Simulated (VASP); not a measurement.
The system is Sn3Te.

```xyz
4
Lattice="4.8656 0.0000 0.0000 0.0000 4.8656 0.0000 0.0000 0.0000 4.8656" Properties=species:S:1:pos:R:3 pbc="T T T"
Te    0.0000    0.0000    0.0000
Sn    0.0000    2.4328    2.4328
Sn    2.4328    0.0000    2.4328
Sn    2.4328    2.4328    0.0000
```

* Program: VASP 6.6.1
* Task: relaxation of cell and atoms
* Functional: PBEsol
* Potentials or basis: VASP PAW PBE potentials, release 64 (Te, Sn_d)
* Cutoff: 600 eV
* k mesh: 6 × 6 × 6
* Occupations: fermi-dirac, width 0.05 eV
* Spin: no spin polarisation

At the start: pressure -2.4 GPa; volume 28.80 Å³/atom.

Problem. Where does the relaxation end?

Solution. Over 3 steps the energy falls by 11.2 meV/atom and the volume is 27.34 Å³/atom (-5.1 %); space group Pm-3m (No. 221, to 0.1 Å) before and after.

Step by step:
| step | energy change (eV) | largest force (eV/Å) | pressure (GPa) | volume (Å³) |
| --- | --- | --- | --- | --- |
| 1 | 0.0000 | 0.0000 | -2.37 | 115.19 |
| 2 | -0.0430 | 0.0000 | 0.53 | 108.23 |
| 3 | -0.0448 | 0.0000 | 0.01 | 109.36 |

Final structure:
```cif
data_structure
_symmetry_space_group_name_H-M 'P 1'
_symmetry_Int_Tables_number 1
_cell_length_a 4.7821
_cell_length_b 4.7821
_cell_length_c 4.7821
_cell_angle_alpha 90.000
_cell_angle_beta 90.000
_cell_angle_gamma 90.000
_cell_volume 109.36
loop_
_atom_site_label
_atom_site_type_symbol
_atom_site_fract_x
_atom_site_fract_y
_atom_site_fract_z
_atom_site_occupancy
Te1 Te 0.00000 0.00000 0.00000 1
Sn1 Sn 0.00000 0.50000 0.50000 1
Sn2 Sn 0.50000 0.00000 0.50000 1
Sn3 Sn 0.50000 0.50000 0.00000 1
```

Caveat: the PAW data sets were made with another functional, which shifts forces and pressure a little.
